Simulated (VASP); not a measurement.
A run of VASP 6.6.1 is set up as follows.

INCAR

```
SYSTEM = Cd
  ALGO = Normal
  EDIFF = 1E-6
  ENCUT = 520
  GGA = CA
  ISIF = 2
  ISMEAR = 0
  LASPH = .TRUE.
  LCHARG = .TRUE.
  LELF = .TRUE.
  LREAL = .FALSE.
  LVHAR = .TRUE.
  LWAVE = .FALSE.
  NBANDS = 12
  NELM = 80
  PREC = Accurate
  SIGMA = 0.05
```

Contents of KPOINTS:

```
k-points
0
G
  10 10 10
  0 0 0
```

File POSCAR:

```
Cd
1.0
   -1.7612096952      1.7612096952      1.7612096952
    1.7612096952     -1.7612096952      1.7612096952
    1.7612096952      1.7612096952     -1.7612096952
Cd
1
Direct
    0.0000000000      0.0000000000      0.0000000000
```

Potentials or basis: VASP PAW LDA potentials, release 64 (Cd).

Run with:

```bash
$ cat potpaw_LDA.64/Cd/POTCAR > POTCAR
$ mpirun -np 1 vasp_std > vasp.out
```

Predict the band gap on the k mesh.

zero (bands 6 and 7 overlap by 4.34 eV).

What does it give for the pressure?

-3.6 GPa.

Caveat: the cell stands under tension.
